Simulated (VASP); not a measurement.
Wanted: the native input for a VASP 6.6.1 run.

```yaml
Task: single point
Functional: LDA
Potentials_or_basis: VASP PAW LDA potentials, release 64 (Hg)
Cutoff: 520 eV
k_mesh: 18 × 18 × 18
Occupations: gaussian, width 0.15 eV
Spin: no spin polarisation
Dipole_correction: no
Further_INCAR_settings: ALGO = Fast; EDIFF = 1e-06; NBANDS = 12
```

The structure of Hg lies in POSCAR:

```
Hg
1.0
    1.7449826987      1.0247662354      2.2340000000
   -1.7150182119      0.9728662218      2.2340000000
   -0.0299644869     -1.9976324571      2.2340000000
Hg
1
Direct
    0.0000000000      0.0000000000      0.0000000000
```

This cell differs from its parent crystal: strain +0.0300 x Voigt [0, 0, 0, 0, 0, 1].

These files were run (other wordings do the same):

INCAR

```
SYSTEM = Hg
PREC = Accurate
ENCUT = 520
EDIFF = 1E-6
ISMEAR = 0
SIGMA = 0.15
LREAL = .False.
LASPH = .True.
NELM = 60
ALGO = Fast
ISIF = 2
LWAVE = .False.
LCHARG = .False.
NBANDS = 12
```

KPOINTS

```
regular mesh
0
Gamma
  18 18 18
  0 0 0
```

Potentials or basis: VASP PAW LDA potentials, release 64 (Hg).

Command:

```sh
$ cat potpaw_LDA.64/Hg/POTCAR > POTCAR
$ mpirun -np 1 vasp_std > vasp.out
```

It gave:

- Pressure: -1.2 GPa
- Band gap on the k mesh: zero (bands 6 and 7 overlap by 3.39 eV)

Caveat: the cell differs from its parent crystal (strain +0.0300 x Voigt [0, 0, 0, 0, 0, 1]); spin-orbit coupling is left out, which moves the levels of the heavy elements.

Run time: 3.7 min on 1 thread of AMD EPYC 9R45 96-Core Processor (Zen 5), on a shared host, peak memory 0.77 GiB.
